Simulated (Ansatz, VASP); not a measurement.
## SnO2 in VASP and in Ansatz

```
Sn O
1.0
     4.60943    0.00000    0.00000
     0.00000    4.60999    0.00000
     0.00000    0.00000    3.11415
Sn O
2 4
Direct
  0.50000 0.50000 0.50000
  0.00000 0.00000 0.00000
  0.30598 0.33211 0.00000
  0.80598 0.16789 0.50000
  0.19402 0.83211 0.50000
  0.69402 0.66789 0.00000
```

Alike in both runs: task single point; functional LDA; k mesh 6 × 6 × 8; occupations gaussian, width 0.05 eV; no spin polarisation.

|  | VASP | Ansatz |
| --- | --- | --- |
| version | VASP 6.6.1 | Ansatz 0.2.0 |
| potentials or method | VASP PAW LDA potentials, release 64 (Sn_d, O), cutoff 520 eV | scalar-relativistic, plane waves, PAW |
| valence electrons in the cell | 52 | 52 |

```tsv
	VASP	Ansatz	Ansatz less VASP
gap on the k mesh at the Fermi level (eV)	2.32	2.29	-0.034
least direct gap on the mesh (eV)	2.32	2.29	-0.034
pressure (GPa)	25.5	24.1	-1.44
traceless stress, the component that is largest in VASP (GPa)	11.10	10.30	-0.801
rms of the force components (eV/Å)	1.386	1.356	-0.0301
```

LDA's correlation is that of Perdew and Zunger in VASP and of Perdew and Wang (1992) in Ansatz. Atom by atom the forces differ by 0.030 eV/Å (rms over components).
